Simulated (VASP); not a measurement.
# Pd: single point with BLYP+D3(BJ)

Pd:

```
CELL_PARAMETERS angstrom
-1.55059 1.55059 1.55059
1.55059 -1.55059 1.55059
1.55059 1.55059 -1.55059
ATOMIC_POSITIONS crystal
Pd 0.00000 0.00000 0.00000
```

```yaml
Program: VASP 6.6.1
Task: single point
Functional: BLYP
Dispersion: D3(BJ)
Potentials_or_basis: VASP PAW PBE potentials, release 64 (Pd)
Cutoff: 520 eV
k_mesh: 13 × 13 × 13
Occupations: gaussian, width 0.01 eV
Spin: no spin polarisation
Dipole_correction: no
Further_INCAR_settings: ALGO = Normal; EDIFF = 1e-06; NBANDS = 11
```

```
Pressure                   : 0.4 GPa
Band gap on the k mesh     : zero (band 5 reaches 10.65 eV, above the bottom of band 6 at 9.04 eV)
Dispersion energy per atom : -1.511 eV
```

Levels at points of the mesh, in eV from the Fermi level:
```
           k point  band 2  band 3  band 4  band 5  band 6  band 7  band 8  band 9
(0.00, 0.00, 0.00)   -2.95   -2.95   -2.95   -0.98   -0.98   19.63   19.63   19.63
```

It took 10 s on 1 thread of Intel Xeon 6975P-C, with other jobs on the host, peak memory 0.14 GiB.

Caveat: the PAW data sets were made with another functional, which shifts forces and pressure a little; pairwise dispersion overbinds metals, which lowers pressure and volume.
